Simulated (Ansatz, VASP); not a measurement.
KI in VASP and in Ansatz

The input POSCAR:

```
KI
1.0
    4.3306322559     -0.0727373920     -0.0727373920
   -0.0727373920      4.3306322559     -0.0727373920
   -0.0727373920     -0.0727373920      4.3306322559
K I
1 1
Direct
    0.0000000000      0.0000000000      0.0000000000
    0.5000000000      0.5000000000      0.5000000000
```

File INCAR.step1:

```
PREC     = Accurate       # precision mode
ENCUT    = 520            # plane-wave cutoff, eV
EDIFF    = 1E-5           # SCF threshold, eV
ISMEAR   = 0              # smearing method
SIGMA    = 0.01           # smearing width, eV
LREAL    = False          # projectors in reciprocal space
LASPH    = True           # aspherical terms in the spheres
NELM     = 100            # most SCF steps
ALGO     = Normal         # electronic algorithm
ISIF     = 2              # what is computed and relaxed
LWAVE    = True           # write WAVECAR
LCHARG   = False          # write CHGCAR
GGA      = PE             # functional
NBANDS   = 15             # bands
```

File INCAR.step2:

```
PREC     = Accurate       # precision mode
ENCUT    = 520            # plane-wave cutoff, eV
EDIFF    = 1E-6           # SCF threshold, eV
ISMEAR   = 0              # smearing method
SIGMA    = 0.01           # smearing width, eV
LREAL    = False          # projectors in reciprocal space
LASPH    = True           # aspherical terms in the spheres
NELM     = 100            # most SCF steps
ALGO     = Normal         # electronic algorithm
ISIF     = 2              # what is computed and relaxed
LWAVE    = False          # write WAVECAR
LCHARG   = False          # write CHGCAR
GGA      = PE             # functional
LHFCALC  = True           # exact exchange
HFSCREEN = 0.2079         # screening, 1/A
PRECFOCK = Normal       
ISTART   = 1            
NBANDS   = 15             # bands
```

File KPOINTS:

```
Automatic mesh
0
Gamma
  4 4 4
```

Input for Ansatz:

```yaml
crystal:
  lattice:
    - [4.3306322559, -0.072737392, -0.072737392]
    - [-0.072737392, 4.3306322559, -0.072737392]
    - [-0.072737392, -0.072737392, 4.3306322559]
  atoms:
    - { symbol: K, position: [0.0, 0.0, 0.0] }
    - { symbol: I, position: [0.5, 0.5, 0.5] }
kpoints:
  mp_grid: { grid: [4, 4, 4] }
  band_path:
    path: [[0.0, 0.0, 0.0], [0.0, 0.5, 0.0], [0.5, 0.5, 0.0], [0.5, 0.5, 0.5]]
    npoints: 1
hamiltonian:
  xc: hse06
scf:
  occupations: { method: fixed }
  n_extra_bands: 4
output:
  forces: true
  stress: true
  eigenvalues: true
```

Change from the starting cell: epitaxial_111 strain +2.6%.

Alike in both runs: task single point; functional HSE06; k mesh 4 × 4 × 4; no spin polarisation.

|  | VASP | Ansatz |
| --- | --- | --- |
| version | VASP 6.6.1 | Ansatz 0.2.0 |
| potentials or method | VASP PAW PBE potentials, release 64 (K_sv, I) | plane waves, PAW |
| plane-wave cutoff (eV) | 520 | 420 |
| occupations | gaussian, width 0.01 eV | fixed |
| valence electrons in the cell | 16 | 26 |

Ansatz gave:

| Property | Result |
| --- | --- |
| gap on the k mesh at the Fermi level (eV) | 4.25 |
| pressure (GPa) | 0.0 |
| traceless stress, the component that is largest in VASP (GPa) | 0.12 |

Question: Estimate VASP's values.

Answer: gap on the k mesh at the Fermi level (eV): 4.24; pressure (GPa): 0.0; traceless stress, the component that is largest in VASP (GPa): 0.12.

VASP's potentials hold 16 valence electrons a cell and Ansatz's 26, so a difference there can come from the potentials and not from the codes. Ansatz's warnings: stress exchange threshold loose, stress scf threshold loose.

Neither program's run includes spin-orbit coupling.
